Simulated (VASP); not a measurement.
Set up this calculation in VASP 6.6.1, as the native input.

* Task: single point
* Functional: PBE
* Potentials or basis: VASP PAW PBE potentials, release 64 (N)
* Cutoff: 520 eV
* k mesh: 4 × 4 × 2
* Occupations: methfessel-paxton, width 0.05 eV
* Spin: no spin polarisation
* Dipole correction: no
* Further INCAR settings: ALGO = Normal; EDIFF = 1e-06; NBANDS = 18

The structure of N lies in POSCAR:

```
N
1.0
    4.1672330000      0.0000000000      0.0000000000
   -2.0836160000      3.6089290000      0.0000000000
    0.0000000000      0.0000000000      7.0060040000
N
4
Direct
    0.3333333333      0.6666666667      0.3289300000
    0.3333333333      0.6666666667      0.1710700000
    0.6666666667      0.3333333333      0.8289300000
    0.6666666667      0.3333333333      0.6710700000
```

One way to write it, as run:

INCAR

```
SYSTEM = N
PREC = Accurate
ENCUT = 520
EDIFF = 1E-6
ISMEAR = 1
SIGMA = 0.05
LREAL = .FALSE.
LASPH = .TRUE.
NELM = 60
ALGO = Normal
ISIF = 2
LWAVE = .FALSE.
LCHARG = .FALSE.
GGA = PE
NBANDS = 18
```

KPOINTS

```
regular mesh
0
G
  4 4 2
  0 0 0
```

Potentials or basis: VASP PAW PBE potentials, release 64 (N).

Command:

```sh
$ cat potpaw_PBE.64/N/POTCAR > POTCAR
$ mpirun -np 1 vasp_std > vasp.out
```

It gave:

```
Pressure               : 1.3 GPa
Largest force          : 1.112 eV/Å
Band gap on the k mesh : 7.10 eV, indirect (least direct gap 7.32 eV)
```

Caveat: the k points lie up to 0.45 Å⁻¹ apart; the standard files for N, O and F lose accuracy on very short bonds; forces of over 1 eV/Å act on the atoms, so gaps and moduli don't describe the material at rest.

Run time: 26 s on 1 thread of AMD EPYC 7R13 (shared host), peak memory 0.18 GiB.
